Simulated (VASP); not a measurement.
# Al (I4/mmm) in VASP: further runs

Al is run at these levels: LDA; tasks: single point.

Program: VASP 6.6.1. These are calculated values, not measurements. Logs are shortened: lines on timing, memory, paths and dates and some standing lists are left out, and cuts for length are marked.

## (1) The cell of the first run

Symmetry: I4/mmm, No. 139, tetragonal system. Conventional cell: a = 3.025 Å, b = 3.025 Å, c = 3.260 Å, α = 90.00°, β = 90.00°, γ = 90.00°. Within 3.5 Å of Al (site symmetry 4/mmm) lie 14 Al at 2.69 to 3.26 Å.

## (2) Single point, LDA (14.92 Å³/atom)

INCAR

```
SYSTEM = Al
  PREC = Accurate
  ENCUT = 520
  EDIFF = 1E-7
  ISMEAR = 0
  SIGMA = 0.15
  LREAL = .FALSE.
  LASPH = .TRUE.
  NELM = 100
  ALGO = Normal
  ISIF = 2
  LWAVE = .FALSE.
  LCHARG = .FALSE.
  NBANDS = 8
```

KPOINTS

```
regular mesh
0
G
  22 22 22
  0 0 0
```

POSCAR

```
Al
1.0
   -1.5126916735      1.5126916735      1.6300765474
    1.5126916735     -1.5126916735      1.6300765474
    1.5126916735      1.5126916735     -1.6300765474
Al
1
Direct
    0.0000000000      0.0000000000      0.0000000000
```

Potentials or basis: VASP PAW LDA potentials, release 64 (Al).

Run with:

```console
$ cat potpaw_LDA.64/Al/POTCAR > POTCAR
$ mpirun -np 1 vasp_std > vasp.out
```

OUTCAR:

```text
SYSTEM = Al
   PREC = Accurate
   ENCUT = 520
   EDIFF = 1E-7
   ISMEAR = 0
   LREAL = .FALSE.
   LASPH = .TRUE.
   NELM = 100
   ISIF = 2

 ion  position               nearest neighbor table
   1  0.000  0.000  0.000-

  LATTYP: Found a body centered tetragonal cell.
 ALAT       =     3.0253833470
 C/A-ratio  =     1.0776000000

  Lattice vectors:

 A1 = (  -1.5126916735,   1.5126916735,   1.6300765474)
 A2 = (   1.5126916735,  -1.5126916735,   1.6300765474)
 A3 = (   1.5126916735,   1.5126916735,  -1.6300765474)

Analysis of symmetry for initial positions (statically):
=====================================================================
 Subroutine PRICEL returns:
 Original cell was already a primitive cell.

 Routine SETGRP: Setting up the symmetry group for a
 body centered tetragonal supercell.

 Subroutine GETGRP returns: Found 16 space group operations
 (whereof 16 operations were pure point group operations)
 out of a pool of 16 trial point group operations.

The static configuration has the point symmetry D_4h.

Analysis of symmetry for dynamics (positions and initial velocities):
=====================================================================
 Subroutine PRICEL returns:
 Original cell was already a primitive cell.

 Routine SETGRP: Setting up the symmetry group for a
 body centered tetragonal supercell.

 Subroutine GETGRP returns: Found 16 space group operations
 (whereof 16 operations were pure point group operations)
 out of a pool of 16 trial point group operations.

The dynamic configuration has the point symmetry D_4h.

 Subroutine INISYM returns: Found 16 space group operations
 (whereof 16 operations are pure point group operations),
 and found     1 'primitive' translations

----------------------------------------------------------------------------------------

                                     Primitive cell

  volume of cell :      14.9200

  direct lattice vectors                    reciprocal lattice vectors
    -1.512691674  1.512691674  1.630076547     0.000000000  0.330536625  0.306734062
     1.512691674 -1.512691674  1.630076547     0.330536625  0.000000000  0.306734062
     1.512691674  1.512691674 -1.630076547     0.330536625  0.330536625  0.000000000

  length of vectors
     2.689539319  2.689539319  2.689539319     0.450932639  0.450932639  0.467449378

  position of ions in fractional coordinates (direct lattice)
[... 77 lines left out ...]
   EDIFF  = 0.1E-06   stopping-criterion for ELM
   LREAL  =      F    real-space projection
   EDIFFG = 0.1E-05   stopping-criterion for IOM
   NSW    =      0    number of steps for IOM
   IBRION =     -1    ionic relax: 0-MD 1-quasi-New 2-CG
   NFREE  =      0    steps in history (QN), initial steepest desc. (CG)
   ISIF   =      2    stress and relaxation
   ISYM   =      2    0-nonsym 1-usesym 2-fastsym
   POTIM  = 0.5000    time-step for ionic-motion
   TEBEG  =    0.0;   TEEND  =   0.0 temperature during run
   PSTRESS=    0.0 pullay stress
   NELECT =       3.0000    total number of electrons
   NUPDOWN=      -1.0000    fix difference up-down
   EMIN   =  10.00;   EMAX   =-10.00  energy-range for DOS
   EFERMI =   0.00;   METHOD = LEGACY
   ISMEAR =     0;   SIGMA  =   0.15  broadening in eV -4-tet -1-fermi 0-gaus
   EFERMI_NEDOS =   21; number of points for ismear=-14 and -15
   IALGO  =     38    algorithm
   IMIX   =      4    mixing-type and parameters
     AMIX     =   0.40;   BMIX     =  1.00
     AMIX_MAG =   1.60;   BMIX_MAG =  1.00
  volume/ion in A,a.u.               =      14.92       100.69
  Fermi-wavevector in a.u.,A,eV,Ry     =   0.959089  1.812416 12.515346  0.919852
  Thomas-Fermi vector in A             =   2.088254
   LORBIT       =      0    0 simple, 1 ext, 2 COOP (PROOUT), +10 PAW based schemes
   GGA     = CA    functional components
   LHFCALC =     F    Hartree Fock is set to
   AEXX    =    0.0000 exact exchange contribution
   IVDW    =     0    specifies the selected vdW correction
   LEPSILON=     F    determine dielectric tensor
   LRPA    =     F    only Hartree local field effects (RPA)
 non-spin polarized calculation
 Gauss-broadening in eV      SIGMA  =   0.15
  energy-cutoff  :      520.00
  volume of cell :       14.92
 maximum number of plane-waves:       418
   NGX =  9   NGY =  9   NGZ =  9

 number of electron       3.0000000 magnetization

 Free energy of the ion-electron system (eV)
  ---------------------------------------------------
  ext. energy  EPLUGINS =         0.00000000
  ---------------------------------------------------
  free energy    TOTEN  =        -4.07408665 eV

  energy without entropy =       -4.06932558  energy(sigma->0) =       -4.07170611

 E-fermi :   8.8885     XC(G=0): -10.7250

 val. band max:        8.8793559858   @ k =   0.3182   0.0455   0.0455
 cond. band min:       8.8903947595   @ k =  -0.3636  -0.4545   0.1364
 fundamental gap:      0.0110387738
 Fermi energy:         8.8885320068

 k-point     1 :       0.0000    0.0000    0.0000
  band No.  band energies     occupation
      1      -2.9307      2.00000
      2      22.1769      0.00000
      3      22.1769      0.00000
      4      23.9602      0.00000
      5      24.3640      0.00000
      6      24.8680      0.00000
      7      24.8680      0.00000
      8      24.8775      0.00000
[... 243 lines left out ...]
 k-point    24 :      -0.4545    0.0455    0.0000
  band No.  band energies     occupation
      1       2.6314      2.00000
      2       6.4659      2.00000
      3      17.2301      0.00000
      4      18.2601      0.00000
      5      20.8237      0.00000
      6      22.0353      0.00000
      7      27.7943      0.00000
      8      31.9372      0.00000

 [... further k-points ...]

------------------------ aborting loop because EDIFF is reached ----------------------------------------

  FORCE on cell =-STRESS in cart. coord.  units (eV):
  Direction    XX          YY          ZZ          XY          YZ          ZX
  --------------------------------------------------------------------------------------
  -------------------------------------------------------------------------------------
  Total        0.5674403      0.5674403      0.9343006      0.0000000      0.0000000      0.0000000
  in kB       60.9343114     60.9343114    100.3294366      0.0000000      0.0000000      0.0000000
  external PRESSURE =      74.0660198 kB  Pullay stress =       0.0000000 kB

 VOLUME and BASIS-vectors are now :
 -----------------------------------------------------------------------------
  energy-cutoff  :      520.00
  volume of cell :       14.92
      direct lattice vectors                 reciprocal lattice vectors
    -1.512691674  1.512691674  1.630076547     0.000000000  0.330536625  0.306734062
     1.512691674 -1.512691674  1.630076547     0.330536625  0.000000000  0.306734062
     1.512691674  1.512691674 -1.630076547     0.330536625  0.330536625  0.000000000

 POSITION                                       TOTAL-FORCE (eV/Angst)
 -----------------------------------------------------------------------------------
      0.00000      0.00000      0.00000         0.000000     -0.000000     -0.000000
 -----------------------------------------------------------------------------------
    total drift:                                0.000000      0.000000     -0.000000

  FREE ENERGIE OF THE ION-ELECTRON SYSTEM (eV)
  ---------------------------------------------------
  free  energy   TOTEN  =        -4.0740866471 eV

  energy  without entropy=       -4.0693255783  energy(sigma->0) =       -4.07170611
```

OSZICAR:

```text
N       E                     dE             d eps       ncg     rms          rms(c)
DAV:   1    -0.260697928383E+01   -0.26070E+01   -0.91486E+02 13456   0.209E+02
DAV:   2    -0.410119951796E+01   -0.14942E+01   -0.14504E+01 18736   0.199E+01
DAV:   3    -0.410736584137E+01   -0.61663E-02   -0.61620E-02 16168   0.141E+00
DAV:   4    -0.410737642805E+01   -0.10587E-04   -0.10586E-04 20016   0.549E-02
DAV:   5    -0.410737644345E+01   -0.15398E-07   -0.16015E-07 16472   0.130E-03    0.151E+00
DAV:   6    -0.408703335118E+01    0.20343E-01   -0.25627E-03 15144   0.196E-01    0.837E-01
DAV:   7    -0.407411642201E+01    0.12917E-01   -0.63823E-03 15544   0.305E-01    0.175E-01
DAV:   8    -0.407408677205E+01    0.29650E-04   -0.29205E-05 18784   0.331E-02    0.138E-02
DAV:   9    -0.407408664689E+01    0.12516E-06   -0.14888E-07 16696   0.208E-03    0.945E-04
DAV:  10    -0.407408664713E+01   -0.23688E-09   -0.29179E-09 16552   0.301E-04
   1 F= -.40740866E+01 E0= -.40717061E+01  d E =-.476107E-02
```

stdout:

```text
POSCAR found type information on POSCAR Al
 POSCAR found :  1 types and       1 ions
 scaLAPACK will be used
 LDA part: xc-table for (Slater(with rela. corr.)+CA(PZ))
 , standard interpolation
 POSCAR, INCAR and KPOINTS ok, starting setup
 FFT: planning ... GRIDC
 FFT: planning ... GRID_SOFT
 FFT: planning ... GRID
 WAVECAR not read
 entering main loop
```

It took 48 s on 1 thread of Intel Xeon Platinum 8488C (Sapphire Rapids), shared host; peak memory 0.18 GiB.

What came out:

```yaml
Free_energy: -4.0741 eV
Pressure: 7.4 GPa
Band_gap_on_the_k_mesh: zero (an odd number of electrons rules out a gap without spin polarisation)
```

Stress tensor (GPa, compression positive):
```
 6.09  0.00  0.00
 0.00  6.09  0.00
 0.00  0.00 10.03
```

Caveat: the cell stands under pressure.

## (3) Single point, LDA (14.92 Å³/atom)

INCAR

```
PREC     = Accurate       # precision mode
ENCUT    = 520            # plane-wave cutoff, eV
EDIFF    = 1E-6           # SCF threshold, eV
ISMEAR   = 0              # smearing method
SIGMA    = 0.15           # smearing width, eV
LREAL    = F              # projectors in reciprocal space
LASPH    = T              # aspherical terms in the spheres
NELM     = 80             # most SCF steps
ALGO     = Normal         # electronic algorithm
ISIF     = 2              # what is computed and relaxed
LWAVE    = F              # write WAVECAR
LCHARG   = F              # write CHGCAR
NBANDS   = 8              # bands
```

KPOINTS

```
regular mesh
0
Gamma
  22 22 22
```

POSCAR

```
Al
1.0
   -1.4391822556      1.4391822556      1.8008487565
    1.4391822556     -1.4391822556      1.8008487565
    1.4391822556      1.4391822556     -1.8008487565
Al
1
Direct
    0.0000000000      0.0000000000      0.0000000000
```

Potentials or basis: VASP PAW LDA potentials, release 64 (Al).

Run with:

```console
$ cat potpaw_LDA.64/Al/POTCAR > POTCAR
$ mpirun -np 1 vasp_std > vasp.out
```

OUTCAR:

```text
PREC = Accurate
   ENCUT = 520
   EDIFF = 1E-6
   ISMEAR = 0
   LREAL = F
   LASPH = T
   NELM = 80
   ISIF = 2

 ion  position               nearest neighbor table
   1  0.000  0.000  0.000-

  LATTYP: Found a body centered tetragonal cell.
 ALAT       =     2.8783645112
 C/A-ratio  =     1.2513000000

  Lattice vectors:

 A1 = (  -1.4391822556,   1.4391822556,   1.8008487565)
 A2 = (   1.4391822556,  -1.4391822556,   1.8008487565)
 A3 = (   1.4391822556,   1.4391822556,  -1.8008487565)

Analysis of symmetry for initial positions (statically):
=====================================================================
 Subroutine PRICEL returns:
 Original cell was already a primitive cell.

 Routine SETGRP: Setting up the symmetry group for a
 body centered tetragonal supercell.

 Subroutine GETGRP returns: Found 16 space group operations
 (whereof 16 operations were pure point group operations)
 out of a pool of 16 trial point group operations.

The static configuration has the point symmetry D_4h.

Analysis of symmetry for dynamics (positions and initial velocities):
=====================================================================
 Subroutine PRICEL returns:
 Original cell was already a primitive cell.

 Routine SETGRP: Setting up the symmetry group for a
 body centered tetragonal supercell.

 Subroutine GETGRP returns: Found 16 space group operations
 (whereof 16 operations were pure point group operations)
 out of a pool of 16 trial point group operations.

The dynamic configuration has the point symmetry D_4h.

 Subroutine INISYM returns: Found 16 space group operations
 (whereof 16 operations are pure point group operations),
 and found     1 'primitive' translations

----------------------------------------------------------------------------------------

                                     Primitive cell

  volume of cell :      14.9200

  direct lattice vectors                    reciprocal lattice vectors
    -1.439182256  1.439182256  1.800848756     0.000000000  0.347419514  0.277646859
     1.439182256 -1.439182256  1.800848756     0.347419514  0.000000000  0.277646859
     1.439182256  1.439182256 -1.800848756     0.347419514  0.347419514  0.000000000

  length of vectors
     2.717636358  2.717636358  2.717636358     0.444733737  0.444733737  0.491325389

  position of ions in fractional coordinates (direct lattice)
     0.000000000  0.000000000  0.000000000

  ion indices of the primitive-cell ions
   primitive index   ion index
                 1           1

----------------------------------------------------------------------------------------

 KPOINTS: regular mesh

Automatic generation of k-mesh.
 Grid dimensions read from file:
 generate k-points for:   22   22   22

 Generating k-lattice:

  Cartesian coordinates                     Fractional coordinates (reciprocal lattice)
     0.000000000  0.015791796  0.012620312     0.045454545  0.000000000 -0.000000000
     0.015791796  0.000000000  0.012620312     0.000000000  0.045454545 -0.000000000
     0.015791796  0.015791796  0.000000000     0.000000000  0.000000000  0.045454545

  Length of vectors
     0.020215170  0.020215170  0.022332972

  Shift w.r.t. Gamma in fractional coordinates (k-lattice)
     0.000000000  0.000000000  0.000000000

 Subroutine IBZKPT returns following result:
 ===========================================

 Found    834 irreducible k-points:

 Following reciprocal coordinates:
            Coordinates               Weight
  0.000000  0.000000  0.000000      1.000000
  0.045455  0.000000 -0.000000      8.000000
  0.090909  0.000000 -0.000000      8.000000
  0.136364  0.000000 -0.000000      8.000000
  0.181818  0.000000 -0.000000      8.000000
  0.227273 -0.000000  0.000000      8.000000
[... 16 lines left out ...]
  0.500000  0.045455 -0.000000     16.000000
 -0.454545  0.045455 -0.000000     16.000000
 [... further k-points ...]
   k-points           NKPTS =    834   k-points in BZ     NKDIM =    834   number of bands    NBANDS=      8
   number of dos      NEDOS =    301   number of ions     NIONS =      1
   total plane-waves  NPLWV =   8000
   dimension x,y,z NGX =    20 NGY =   20 NGZ =   20
   dimension x,y,z NGXF=    40 NGYF=   40 NGZF=   40
   ions per type =               1
   NGX,Y,Z   is equivalent  to a cutoff of  12.23, 12.23, 12.23 a.u.
   NGXF,Y,Z  is equivalent  to a cutoff of  24.47, 24.47, 24.47 a.u.
 SYSTEM =  unknown system
   PREC   = accura    normal or accurate (medium, high low for compatibility)
   ISTART =      0    job   : 0-new  1-cont  2-samecut
   ICHARG =      2    charge: 1-file 2-atom 10-const
   ISPIN  =      1    spin polarized calculation?
   LNONCOLLINEAR =      F non collinear calculations
   LSORBIT =      F    spin-orbit coupling
   LASPH  =      T    aspherical Exc in radial PAW
   ENCUT  =  520.0 eV  38.22 Ry    6.18 a.u.   5.05  5.05  5.05*2*pi/ulx,y,z
   NELM   =     80;   NELMIN=  2; NELMDL= -5     # of ELM steps
   EDIFF  = 0.1E-05   stopping-criterion for ELM
   LREAL  =      F    real-space projection
   EDIFFG = 0.1E-04   stopping-criterion for IOM
   NSW    =      0    number of steps for IOM
   IBRION =     -1    ionic relax: 0-MD 1-quasi-New 2-CG
   NFREE  =      0    steps in history (QN), initial steepest desc. (CG)
   ISIF   =      2    stress and relaxation
   ISYM   =      2    0-nonsym 1-usesym 2-fastsym
   POTIM  = 0.5000    time-step for ionic-motion
   TEBEG  =    0.0;   TEEND  =   0.0 temperature during run
   PSTRESS=    0.0 pullay stress
   NELECT =       3.0000    total number of electrons
   NUPDOWN=      -1.0000    fix difference up-down
   EMIN   =  10.00;   EMAX   =-10.00  energy-range for DOS
   EFERMI =   0.00;   METHOD = LEGACY
   ISMEAR =     0;   SIGMA  =   0.15  broadening in eV -4-tet -1-fermi 0-gaus
   EFERMI_NEDOS =   21; number of points for ismear=-14 and -15
   IALGO  =     38    algorithm
   IMIX   =      4    mixing-type and parameters
     AMIX     =   0.40;   BMIX     =  1.00
     AMIX_MAG =   1.60;   BMIX_MAG =  1.00
  volume/ion in A,a.u.               =      14.92       100.69
  Fermi-wavevector in a.u.,A,eV,Ry     =   0.959089  1.812416 12.515346  0.919852
  Thomas-Fermi vector in A             =   2.088254
   LORBIT       =      0    0 simple, 1 ext, 2 COOP (PROOUT), +10 PAW based schemes
   GGA     = CA    functional components
   LHFCALC =     F    Hartree Fock is set to
   AEXX    =    0.0000 exact exchange contribution
   IVDW    =     0    specifies the selected vdW correction
   LEPSILON=     F    determine dielectric tensor
   LRPA    =     F    only Hartree local field effects (RPA)
 non-spin polarized calculation
 Gauss-broadening in eV      SIGMA  =   0.15
  energy-cutoff  :      520.00
  volume of cell :       14.92
 maximum number of plane-waves:       428
   NGX = 11   NGY = 11   NGZ = 11

 number of electron       3.0000000 magnetization

 Free energy of the ion-electron system (eV)
  ---------------------------------------------------
  ext. energy  EPLUGINS =         0.00000000
  ---------------------------------------------------
  free energy    TOTEN  =        -4.14553977 eV

  energy without entropy =       -4.14084934  energy(sigma->0) =       -4.14319456

 E-fermi :   8.8519     XC(G=0): -10.7216

 val. band max:        8.8381695704   @ k =  -0.0909   0.3636   0.0455
 cond. band min:       8.8525413505   @ k =  -0.3636   0.5000   0.0455
 fundamental gap:      0.0143717802
 Fermi energy:         8.8519008293

 k-point     1 :       0.0000    0.0000    0.0000
  band No.  band energies     occupation
      1      -2.9333      2.00000
      2      21.7697      0.00000
      3      21.7697      0.00000
      4      23.1061      0.00000
      5      23.9873      0.00000
      6      24.3935      0.00000
      7      24.3935      0.00000
      8      26.4976      0.00000
[... 243 lines left out ...]
 k-point    24 :      -0.4545    0.0455   -0.0000
  band No.  band energies     occupation
      1       2.5645      2.00000
      2       6.0957      2.00000
      3      18.7442      0.00000
      4      19.2760      0.00000
      5      21.8953      0.00000
      6      22.3431      0.00000
      7      25.2421      0.00000
      8      28.3416      0.00000

 [... further k-points ...]

------------------------ aborting loop because EDIFF is reached ----------------------------------------

  FORCE on cell =-STRESS in cart. coord.  units (eV):
  Direction    XX          YY          ZZ          XY          YZ          ZX
  --------------------------------------------------------------------------------------
  -------------------------------------------------------------------------------------
  Total        0.3752250      0.3752250      1.0781954      0.0000000     -0.0000000      0.0000000
  in kB       40.2933672     40.2933672    115.7815154      0.0000000     -0.0000000      0.0000000
  external PRESSURE =      65.4560833 kB  Pullay stress =       0.0000000 kB

 VOLUME and BASIS-vectors are now :
 -----------------------------------------------------------------------------
  energy-cutoff  :      520.00
  volume of cell :       14.92
      direct lattice vectors                 reciprocal lattice vectors
    -1.439182256  1.439182256  1.800848756     0.000000000  0.347419514  0.277646859
     1.439182256 -1.439182256  1.800848756     0.347419514  0.000000000  0.277646859
     1.439182256  1.439182256 -1.800848756     0.347419514  0.347419514  0.000000000

 POSITION                                       TOTAL-FORCE (eV/Angst)
 -----------------------------------------------------------------------------------
      0.00000      0.00000      0.00000         0.000000      0.000000      0.000000
 -----------------------------------------------------------------------------------
    total drift:                                0.000000      0.000000      0.000000

  FREE ENERGIE OF THE ION-ELECTRON SYSTEM (eV)
  ---------------------------------------------------
  free  energy   TOTEN  =        -4.1455397729 eV

  energy  without entropy=       -4.1408493419  energy(sigma->0) =       -4.14319456
```

It took 50 s on 1 thread of Intel Xeon Platinum 8488C (Sapphire Rapids), shared host; peak memory 0.18 GiB.

What came out:

- Free energy: -4.1455 eV
- Pressure: 6.5 GPa
- Band gap on the k mesh: zero (an odd number of electrons rules out a gap without spin polarisation)

Caveat: the stress differs along the axes, from 4 to 12 GPa.
